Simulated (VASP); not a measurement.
Set up this calculation in VASP 6.6.1, as the native input.

```yaml
Task: single point
Functional: r2SCAN
Potentials_or_basis: VASP PAW PBE potentials, release 64 (Sb)
Cutoff: 520 eV
k_mesh: 6 × 6 × 6
Occupations: gaussian, width 0.1 eV
Spin: no spin polarisation
Dipole_correction: no
Further_INCAR_settings: ALGO = Normal; EDIFF = 1e-07; NBANDS = 8
```

Crystal: Sb.

```
Sb
1.0
     3.34897    0.00000    0.00000
    -1.67449    2.90029    0.00000
     0.00000    0.00000    3.12919
Sb
1
Direct
  0.00000 0.00000 0.00000
```

These files were run (other wordings do the same):

POSCAR

```
Sb
1.0
    3.3489704281      0.0000000000      0.0000000000
   -1.6744852140      2.9002934672      0.0000000000
    0.0000000000      0.0000000000      3.1291942438
Sb
1
Direct
    0.0000000000      0.0000000000      0.0000000000
```

INCAR.step1

```
ALGO = Normal ; EDIFF = 1E-4
ENCUT = 520 ; GGA = PE
ISMEAR = 0 ; LASPH = T
LCHARG = F ; LREAL = F
LWAVE = T ; NBANDS = 8
NELM = 60 ; PREC = Accurate
SIGMA = 0.1
```

INCAR.step2

```
ALGO = Normal ; EDIFF = 1E-7
ENCUT = 520 ; ISIF = 2
ISMEAR = 0 ; ISTART = 1
LASPH = T ; LCHARG = F
LMIXTAU = T ; LREAL = F
LWAVE = F ; METAGGA = R2SCAN
NBANDS = 8 ; NELM = 60
PREC = Accurate ; SIGMA = 0.1
```

KPOINTS

```
k-points
0
Gamma
  6 6 6
```

Potentials or basis: VASP PAW PBE potentials, release 64 (Sb).

The run is started by

```console
$ cat potpaw_PBE.64/Sb/POTCAR > POTCAR
$ cp INCAR.step1 INCAR
$ mpirun -np 1 vasp_std > vasp.out
$ cp INCAR.step2 INCAR
$ mpirun -np 1 vasp_std > vasp.out
```

Results of the run:

```json
{"Pressure": "-2.4 GPa"}
```

Caveat: the k points lie up to 0.36 Å⁻¹ apart; the PAW data sets were made with another functional, which shifts forces and pressure a little.

It took 12 s on 1 thread of Intel(R) Xeon(R) 6975P-C (Granite Rapids) (shared host), peak memory 0.15 GiB.
